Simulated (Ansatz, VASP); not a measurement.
**CdHgS2 in VASP and in Ansatz**

```
Cd S Hg
1.0
     4.18085    0.00000    0.00000
     0.00000    4.18085    0.00000
     0.00000    0.00000    5.88430
Cd S Hg
1 2 1
Direct
  0.00000 0.00000 0.00000
  0.00000 0.50000 0.24656
  0.50000 0.00000 0.75344
  0.50000 0.50000 0.50000
```

Alike in both runs: task single point; functional PBE; k mesh 6 × 6 × 4; occupations fermi-dirac, width 0.02 eV; non-collinear spin, spin-orbit coupling.

|  | VASP | Ansatz |
| --- | --- | --- |
| version | VASP 6.6.1 | Ansatz 0.2.0 |
| potentials or method | VASP PAW PBE potentials, release 64 (Cd, S, Hg) | plane waves, PAW |
| plane-wave cutoff (eV) | 500 | 420 |
| valence electrons in the cell | 36 | 52 |

VASP gave:

```
pressure (GPa)                     : 1.6
rms of the force components (eV/Å) : 0.013
net moment per atom (μB)           : 0.00
```

Task: Estimate Ansatz's values.

Result: Pressure (GPa): 1.2; rms of the force components (eV/Å): 0.020; net moment per atom (μB): 0.00.

With one functional, cell and mesh, what is left measures potentials, basis and numerics. VASP's potentials hold 36 valence electrons a cell and Ansatz's 52, so a difference there can come from the potentials and not from the codes.
